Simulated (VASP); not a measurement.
# Ge3Pt (P4/mmm) in VASP: further runs

Runs on Ge3Pt. Level: PBE. Tasks: single point, relaxation of cell and atoms.

All numbers are computed with VASP 6.6.1; they aren't measurements. Logs are shortened: lines on timing, memory, paths and dates and some standing lists are left out, and cuts for length are marked.

### Step 1. The cell of the first run

It takes space group P4/mmm (No. 123, tetragonal). The conventional cell has a = 3.542 Å, b = 3.542 Å, c = 7.225 Å, α = 90.00°, β = 90.00°, γ = 90.00°. Within 2.9 Å of Ge (site symmetry 4mm) lie 1 Ge at 2.18 Å and 1 Pt at 2.52 Å. Within 3.3 Å of Ge (site symmetry 4/mmm) lie 4 Pt at 2.50 Å. Pt (site symmetry 4/mmm) has 6 Ge at 2.50 to 2.52 Å within 3.3 Å.

### Step 2. Single point, PBE

INCAR reads:

```
  ALGO = Normal
  EDIFF = 1E-7
  ENCUT = 520
  GGA = PE
  ISIF = 2
  ISMEAR = 0
  LASPH = True
  LCHARG = False
  LREAL = False
  LWAVE = False
  NBANDS = 34
  NELM = 100
  PREC = Accurate
  SIGMA = 0.1
```

KPOINTS reads:

```
k-points
0
Gamma
  6 6 4
```

POSCAR reads:

```
Ge3Pt
1.0
    3.5420690300      0.0000000000      0.0000000000
    0.0000000000      3.5420690300      0.0000000000
    0.0000000000      0.0000000000      7.2247340800
Ge Pt
3 1
Direct
    0.0000000000      0.0000000000      0.6509379100
    0.0000000000      0.0000000000      0.3490620900
    0.5000000000      0.5000000000      0.0000000000
    0.0000000000      0.0000000000      0.0000000000
```

Potentials or basis: VASP PAW PBE potentials, release 64 (Ge_d, Pt).

Launch:

```bash
> cat potpaw_PBE.64/Ge_d/POTCAR potpaw_PBE.64/Pt/POTCAR > POTCAR
> mpirun -np 1 vasp_std > vasp.out
```

OUTCAR:

```text
EDIFF = 1E-7
   ENCUT = 520
   GGA = PE
   ISIF = 2
   ISMEAR = 0
   LASPH = True
   LREAL = False
   NELM = 100
   PREC = Accurate

 ion  position               nearest neighbor table
   1  0.000  0.000  0.651-   2 2.18   4 2.52
   2  0.000  0.000  0.349-   1 2.18   4 2.52
   3  0.500  0.500  0.000-   4 2.50   4 2.50   4 2.50   4 2.50
   4  0.000  0.000  0.000-   3 2.50   3 2.50   3 2.50   3 2.50   1 2.52   2 2.52

  LATTYP: Found a simple tetragonal cell.
 ALAT       =     3.5420690300
 C/A-ratio  =     2.0396931903

  Lattice vectors:

 A1 = (   3.5420690300,   0.0000000000,   0.0000000000)
 A2 = (   0.0000000000,   3.5420690300,   0.0000000000)
 A3 = (   0.0000000000,   0.0000000000,   7.2247340800)

Analysis of symmetry for initial positions (statically):
=====================================================================
 Subroutine PRICEL returns:
 Original cell was already a primitive cell.

 Routine SETGRP: Setting up the symmetry group for a
 simple tetragonal supercell.

 Subroutine GETGRP returns: Found 16 space group operations
 (whereof 16 operations were pure point group operations)
 out of a pool of 16 trial point group operations.

The static configuration has the point symmetry D_4h.

Analysis of symmetry for dynamics (positions and initial velocities):
=====================================================================
 Subroutine PRICEL returns:
 Original cell was already a primitive cell.

 Routine SETGRP: Setting up the symmetry group for a
 simple tetragonal supercell.

 Subroutine GETGRP returns: Found 16 space group operations
 (whereof 16 operations were pure point group operations)
 out of a pool of 16 trial point group operations.

The dynamic configuration has the point symmetry D_4h.

 Subroutine INISYM returns: Found 16 space group operations
 (whereof 16 operations are pure point group operations),
 and found     1 'primitive' translations

----------------------------------------------------------------------------------------

                                     Primitive cell

  volume of cell :      90.6433

  direct lattice vectors                    reciprocal lattice vectors
     3.542069030  0.000000000  0.000000000     0.282320867  0.000000000  0.000000000
     0.000000000  3.542069030  0.000000000     0.000000000  0.282320867  0.000000000
     0.000000000  0.000000000  7.224734080     0.000000000  0.000000000  0.138413399

  length of vectors
     3.542069030  3.542069030  7.224734080     0.282320867  0.282320867  0.138413399

  position of ions in fractional coordinates (direct lattice)
     0.000000000  0.000000000  0.650937910
     0.000000000  0.000000000  0.349062090
     0.500000000  0.500000000  0.000000000
     0.000000000  0.000000000  0.000000000

  ion indices of the primitive-cell ions
   primitive index   ion index
                 1           1
                 2           2
                 3           3
                 4           4

----------------------------------------------------------------------------------------

 KPOINTS: k-points

Automatic generation of k-mesh.
 Grid dimensions read from file:
 generate k-points for:    6    6    4

 Generating k-lattice:

  Cartesian coordinates                     Fractional coordinates (reciprocal lattice)
     0.047053478  0.000000000  0.000000000     0.166666667  0.000000000  0.000000000
     0.000000000  0.047053478  0.000000000     0.000000000  0.166666667  0.000000000
     0.000000000  0.000000000  0.034603350     0.000000000  0.000000000  0.250000000

  Length of vectors
     0.047053478  0.047053478  0.034603350

  Shift w.r.t. Gamma in fractional coordinates (k-lattice)
     0.000000000  0.000000000  0.000000000

 Subroutine IBZKPT returns following result:
 ===========================================

 Found     30 irreducible k-points:

 Following reciprocal coordinates:
            Coordinates               Weight
  0.000000  0.000000  0.000000      1.000000
  0.166667  0.000000  0.000000      4.000000
  0.333333  0.000000  0.000000      4.000000
  0.500000  0.000000  0.000000      2.000000
  0.166667  0.166667  0.000000      4.000000
  0.333333  0.166667  0.000000      8.000000
[... 16 lines left out ...]
  0.333333  0.000000  0.500000      4.000000
  0.500000  0.000000  0.500000      2.000000
 [... further k-points ...]
   k-points           NKPTS =     30   k-points in BZ     NKDIM =     30   number of bands    NBANDS=     34
   number of dos      NEDOS =    301   number of ions     NIONS =      4
   total plane-waves  NPLWV =  42336
   dimension x,y,z NGX =    28 NGY =   28 NGZ =   54
   dimension x,y,z NGXF=    56 NGYF=   56 NGZF=  108
   ions per type =               3   1
   NGX,Y,Z   is equivalent  to a cutoff of  13.14, 13.14, 12.43 a.u.
   NGXF,Y,Z  is equivalent  to a cutoff of  26.28, 26.28, 24.85 a.u.
 SYSTEM =  unknown system
   PREC   = accura    normal or accurate (medium, high low for compatibility)
   ISTART =      0    job   : 0-new  1-cont  2-samecut
   ICHARG =      2    charge: 1-file 2-atom 10-const
   ISPIN  =      1    spin polarized calculation?
   LNONCOLLINEAR =      F non collinear calculations
   LSORBIT =      F    spin-orbit coupling
   LASPH  =      T    aspherical Exc in radial PAW
   ENCUT  =  520.0 eV  38.22 Ry    6.18 a.u.   6.59  6.59 13.43*2*pi/ulx,y,z
   NELM   =    100;   NELMIN=  2; NELMDL= -5     # of ELM steps
   EDIFF  = 0.1E-06   stopping-criterion for ELM
   LREAL  =      F    real-space projection
   EDIFFG = 0.1E-05   stopping-criterion for IOM
   NSW    =      0    number of steps for IOM
   IBRION =     -1    ionic relax: 0-MD 1-quasi-New 2-CG
   NFREE  =      0    steps in history (QN), initial steepest desc. (CG)
   ISIF   =      2    stress and relaxation
   ISYM   =      2    0-nonsym 1-usesym 2-fastsym
   POTIM  = 0.5000    time-step for ionic-motion
   TEBEG  =    0.0;   TEEND  =   0.0 temperature during run
   PSTRESS=    0.0 pullay stress
   NELECT =      52.0000    total number of electrons
   NUPDOWN=      -1.0000    fix difference up-down
   EMIN   =  10.00;   EMAX   =-10.00  energy-range for DOS
   EFERMI =   0.00;   METHOD = LEGACY
   ISMEAR =     0;   SIGMA  =   0.10  broadening in eV -4-tet -1-fermi 0-gaus
   EFERMI_NEDOS =   21; number of points for ismear=-14 and -15
   IALGO  =     38    algorithm
   IMIX   =      4    mixing-type and parameters
     AMIX     =   0.40;   BMIX     =  1.00
     AMIX_MAG =   1.60;   BMIX_MAG =  1.00
  volume/ion in A,a.u.               =      22.66       152.92
  Fermi-wavevector in a.u.,A,eV,Ry     =   1.360287  2.570570 25.175969  1.850382
  Thomas-Fermi vector in A             =   2.486962
   LORBIT       =      0    0 simple, 1 ext, 2 COOP (PROOUT), +10 PAW based schemes
   GGA     = PE    functional components
   LHFCALC =     F    Hartree Fock is set to
   AEXX    =    0.0000 exact exchange contribution
   IVDW    =     0    specifies the selected vdW correction
   LEPSILON=     F    determine dielectric tensor
   LRPA    =     F    only Hartree local field effects (RPA)
 non-spin polarized calculation
 Gauss-broadening in eV      SIGMA  =   0.10
  energy-cutoff  :      520.00
  volume of cell :       90.64
 maximum number of plane-waves:      2474
 NGX is ok and might be reduce to    28
   NGX = 13   NGY = 13   NGZ = 27

 number of electron      51.9999969 magnetization

 Free energy of the ion-electron system (eV)
  ---------------------------------------------------
  ext. energy  EPLUGINS =         0.00000000
  ---------------------------------------------------
  free energy    TOTEN  =       -17.87470523 eV

  energy without entropy =      -17.86076403  energy(sigma->0) =      -17.86773463

 E-fermi :   5.4657     XC(G=0): -10.2778

 val. band max:        5.4343958896   @ k =   0.5000   0.5000   0.2500
 cond. band min:       5.4677578950   @ k =   0.5000   0.1667   0.5000
 fundamental gap:      0.0333620055
 Fermi energy:         5.4656878075

 k-point     1 :       0.0000    0.0000    0.0000
  band No.  band energies     occupation
      1     -19.8796      2.00000
      2     -19.8741      2.00000
      3     -19.8113      2.00000
      4     -19.8113      2.00000
      5     -19.7492      2.00000
      6     -19.7141      2.00000
[... 26 lines left out ...]
     33      10.7017      0.00000
     34      11.8286      0.00000

 k-point     2 :       0.1667    0.0000    0.0000
  band No.  band energies     occupation
      1     -19.8764      2.00000
      2     -19.8732      2.00000
      3     -19.8124      2.00000
      4     -19.8109      2.00000
      5     -19.7441      2.00000
      6     -19.7087      2.00000
[... 26 lines left out ...]
     33      11.3386      0.00000
     34      12.8745      0.00000

 k-point     3 :       0.3333    0.0000    0.0000
  band No.  band energies     occupation
      1     -19.8726      2.00000
      2     -19.8691      2.00000
      3     -19.8148      2.00000
      4     -19.8102      2.00000
      5     -19.7338      2.00000
      6     -19.6977      2.00000
[... 26 lines left out ...]
     33      11.3392      0.00000
     34      12.8241      0.00000

 k-point     4 :       0.5000    0.0000    0.0000
  band No.  band energies     occupation
      1     -19.8718      2.00000
      2     -19.8661      2.00000
      3     -19.8159      2.00000
      4     -19.8099      2.00000
      5     -19.7287      2.00000
      6     -19.6922      2.00000
[... 26 lines left out ...]
     33      11.9156      0.00000
     34      12.9287      0.00000

 k-point     5 :       0.1667    0.1667    0.0000
  band No.  band energies     occupation
      1     -19.8746      2.00000
      2     -19.8721      2.00000
      3     -19.8129      2.00000
      4     -19.8117      2.00000
      5     -19.7416      2.00000
      6     -19.7036      2.00000
[... 621 lines left out ...]
 k-point    22 :       0.1667    0.0000    0.5000
  band No.  band energies     occupation
      1     -19.8758      2.00000
      2     -19.8670      2.00000
      3     -19.8126      2.00000
      4     -19.8111      2.00000
      5     -19.7440      2.00000
      6     -19.7086      2.00000
[... 26 lines left out ...]
     33      11.3730      0.00000
     34      13.4661      0.00000

 k-point    23 :       0.3333    0.0000    0.5000
  band No.  band energies     occupation
      1     -19.8692      2.00000
      2     -19.8658      2.00000
      3     -19.8146      2.00000
      4     -19.8103      2.00000
      5     -19.7336      2.00000
      6     -19.6976      2.00000
[... 26 lines left out ...]
     33      12.0337      0.00000
     34      13.7082      0.00000

 k-point    24 :       0.5000    0.0000    0.5000
  band No.  band energies     occupation
      1     -19.8660      2.00000
      2     -19.8652      2.00000
      3     -19.8156      2.00000
      4     -19.8099      2.00000
      5     -19.7284      2.00000
      6     -19.6920      2.00000
[... 26 lines left out ...]
     33      12.6004      0.00000
     34      13.9870      0.00000

 [... further k-points ...]

------------------------ aborting loop because EDIFF is reached ----------------------------------------

  FORCE on cell =-STRESS in cart. coord.  units (eV):
  Direction    XX          YY          ZZ          XY          YZ          ZX
  --------------------------------------------------------------------------------------
  -------------------------------------------------------------------------------------
  Total        1.1658644      1.1658644      5.7706823      0.0000000      0.0000000      0.0000000
  in kB       20.6073773     20.6073773    102.0003909      0.0000000      0.0000000      0.0000000
  external PRESSURE =      47.7383818 kB  Pullay stress =       0.0000000 kB

 VOLUME and BASIS-vectors are now :
 -----------------------------------------------------------------------------
  energy-cutoff  :      520.00
  volume of cell :       90.64
      direct lattice vectors                 reciprocal lattice vectors
     3.542069030  0.000000000  0.000000000     0.282320867  0.000000000  0.000000000
     0.000000000  3.542069030  0.000000000     0.000000000  0.282320867  0.000000000
     0.000000000  0.000000000  7.224734080     0.000000000  0.000000000  0.138413399

 POSITION                                       TOTAL-FORCE (eV/Angst)
 -----------------------------------------------------------------------------------
      0.00000      0.00000      4.70285        -0.000000      0.000000      2.629565
      0.00000      0.00000      2.52188         0.000000      0.000000     -2.629565
      1.77103      1.77103      0.00000         0.000000      0.000000     -0.000000
      0.00000      0.00000      0.00000         0.000000      0.000000     -0.000000
 -----------------------------------------------------------------------------------
    total drift:                               -0.000000      0.000000      0.000000

  FREE ENERGIE OF THE ION-ELECTRON SYSTEM (eV)
  ---------------------------------------------------
  free  energy   TOTEN  =       -17.8747052309 eV

  energy  without entropy=      -17.8607640297  energy(sigma->0) =      -17.86773463
```

It took 41 s on 1 thread of Intel Xeon 6975P-C (Granite Rapids), shared host; peak memory 0.23 GiB.

Results:

* Free energy: -17.8747 eV
* Pressure: 4.8 GPa
* Largest force: 2.630 eV/Å
* Band gap on the k mesh: zero (band 26 reaches 5.94 eV, above the bottom of band 27 at 3.79 eV)

Forces on the atoms (eV/Å):
```
Ge   0.000  0.000  2.630
Ge   0.000  0.000 -2.630
Ge   0.000  0.000  0.000
Pt   0.000  0.000  0.000
```

Caveat: spin-orbit coupling is left out, which moves the levels of the heavy elements; forces of over 1 eV/Å act on the atoms, so gaps and moduli don't describe the material at rest.

### Step 3. Single point, PBE

This run uses another cell than the first one, of 23.68 Å³/atom, 1.045 times its volume.

INCAR reads:

```
PREC = Accurate ; ENCUT = 520
EDIFF = 1E-6 ; ISMEAR = 0
SIGMA = 0.1 ; LREAL = F
LASPH = T ; NELM = 100
ALGO = Normal ; ISIF = 2
LWAVE = F ; LCHARG = F
GGA = PE ; NBANDS = 34
```

KPOINTS reads:

```
regular mesh
0
Gamma
  6 6 4
```

POSCAR reads:

```
Ge3Pt
1.0
    3.5033988640      0.0000000000      0.0000000000
    0.0000000000      3.5033988640      0.0000000000
    0.0000000000      0.0000000000      7.7188453318
Ge Pt
3 1
Direct
    0.0000000000      0.0000000000      0.6652335560
    0.0000000000      0.0000000000      0.3347664440
    0.5000000000      0.5000000000      0.0000000000
    0.0000000000      0.0000000000      0.0000000000
```

Potentials or basis: VASP PAW PBE potentials, release 64 (Ge_d, Pt).

Launch:

```bash
> cat potpaw_PBE.64/Ge_d/POTCAR potpaw_PBE.64/Pt/POTCAR > POTCAR
> mpirun -np 1 vasp_std > vasp.out
```

Run time: 39 s. Hardware: 1 thread of Intel Xeon 6975P-C (Granite Rapids), shared host; peak memory 0.24 GiB.

It converged, with:

| Quantity | Value |
| --- | --- |
| Free energy | -18.2545 eV |
| Pressure | 0.0 GPa |
| Band gap on the k mesh | zero (band 26 reaches 5.68 eV, above the bottom of band 27 at 3.77 eV) |

Levels at points of the mesh, in eV from the Fermi level:
```tsv
k point	band 24	band 25	band 26	band 27	band 28	band 29
(0.00, 0.00, 0.00)	-0.99	0.53	0.53	1.48	2.67	2.67
(0.50, 0.00, 0.00)	-2.81	-2.59	-0.64	2.65	2.79	3.04
(0.50, 0.50, 0.00)	-2.54	-1.61	-1.12	-1.12	0.15	0.17
(0.00, 0.00, 0.50)	-2.68	0.69	0.69	1.86	2.35	2.35
(0.50, 0.00, 0.50)	-2.34	-2.09	-1.70	-0.80	2.05	3.20
(0.50, 0.50, 0.50)	-2.48	-1.32	-1.32	-1.01	0.07	0.11
```

Caveat: spin-orbit coupling is left out, which moves the levels of the heavy elements.

[end of part 1 of 3]
